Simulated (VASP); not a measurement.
A run of VASP 6.6.1 is set up as follows.

The input INCAR:

```
SYSTEM = ZrC
ALGO = Normal
EDIFF = 1E-6
ENCUT = 600
GGA = PE
GGA_COMPAT = .False.
ISIF = 2
ISMEAR = 0
LASPH = .True.
LCHARG = .False.
LREAL = .False.
LWAVE = .False.
NBANDS = 15
NELM = 120
PREC = Accurate
SIGMA = 0.05
```

The input KPOINTS:

```
k-points
0
Gamma
  8 8 8
  0 0 0
```

The input POSCAR:

```
ZrC
1.0
    2.7619513118      0.0000000000      0.0000000000
    0.0000000000      2.7619513118      0.0000000000
    0.0000000000      0.0000000000      2.7619513118
Zr C
1 1
Direct
    0.0000000000      0.0000000000      0.0000000000
    0.5000000000      0.5000000000      0.5000000000
```

Potentials or basis: VASP PAW PBE potentials, release 64 (Zr_sv, C).

Command:

```bash
$ cat potpaw_PBE.64/Zr_sv/POTCAR potpaw_PBE.64/C/POTCAR > POTCAR
$ mpirun -np 1 vasp_std > vasp.out
```

(1) Predict the band gap on the k mesh.

(2) Predict the pressure.

## Answers

(1) zero (band 8 reaches 14.10 eV, above the bottom of band 9 at 11.47 eV).

(2) 45.0 GPa.
